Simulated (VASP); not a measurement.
InSb, 2 atoms in the cell. Symmetry: F-43m, No. 216, cubic system. Conventional cell: a = 6.591 Å, b = 6.591 Å, c = 6.591 Å, α = 90.00°, β = 90.00°, γ = 90.00°. In (site symmetry -43m) has 4 Sb at 2.85 Å within 3.8 Å. Sb (site symmetry -43m) has 4 In at 2.85 Å within 3.8 Å. 

```yaml
Program: VASP 6.6.1
Task: relaxation of cell and atoms
Functional: PBE
Potentials_or_basis: VASP PAW PBE potentials, release 64 (In_d, Sb)
Cutoff: 600 eV
k_mesh: 12 × 12 × 12
Occupations: gaussian, width 0.1 eV
Spin: no spin polarisation
Target_pressure: 2 GPa
Dipole_correction: no
Further_INCAR_settings: ALGO = Normal; EDIFF = 1e-06; IBRION = 2; EDIFFG = -0.008; NSW = 70; ISIF = 3
```

Potentials or basis: VASP PAW PBE potentials, release 64 (In_d, Sb).

Run with:

```console
$ cat potpaw_PBE.64/In_d/POTCAR potpaw_PBE.64/Sb/POTCAR > POTCAR
$ mpirun -np 1 vasp_std > vasp.out
```

Hardware: 1 thread of AMD EPYC 9R45 96-Core Processor (Zen 5), with other jobs on the host.

Task: How long does it take, and how much memory?

Result: It took 79 s on 1 thread of AMD EPYC 9R45 96-Core Processor (Zen 5) (shared host), peak memory 0.27 GiB. Counts: scf iterations 29, k points 72, ion steps 3.
